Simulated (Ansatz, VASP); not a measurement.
**Two plane-wave programs on SiGe3**

```xyz
4
Lattice="3.7242 0.0000 0.0000 0.0000 3.7242 0.0000 0.0000 0.0000 5.2668" Properties=species:S:1:pos:R:3 pbc="T T T"
Si    1.8621    1.8621    2.6334
Ge    0.0000    0.0000    0.0000
Ge    1.8621    0.0000    3.9501
Ge    0.0000    1.8621    1.3167
```

Alike in both runs: task relaxation of cell and atoms; functional PBE; k mesh 6 × 6 × 4; occupations gaussian, width 0.1 eV; no spin polarisation.

|  | VASP | Ansatz |
| --- | --- | --- |
| version | VASP 6.6.1 | Ansatz 0.2.0 |
| potentials or method | VASP PAW PBE potentials, release 64 (Si, Ge_d), cutoff 600 eV | scalar-relativistic, plane waves, PAW |
| valence electrons in the cell | 46 | 46 |

Ansatz gave:

```
gap on the k mesh at the Fermi level, each at its own relaxed structure (eV) : 0.17
relaxed volume (Å³/atom)                                                     : 22.85
relaxed cell length with the largest relative difference (Å)                 : 4.016
```

Task: What did VASP give for the same quantities?

Result: gap on the k mesh at the Fermi level, each at its own relaxed structure (eV): 0.17; relaxed volume (Å³/atom): 22.89; relaxed cell length with the largest relative difference (Å): 4.021.

Noted on VASP's run: the volume moved by over 15 % at a fixed basis, so the end points are rough.
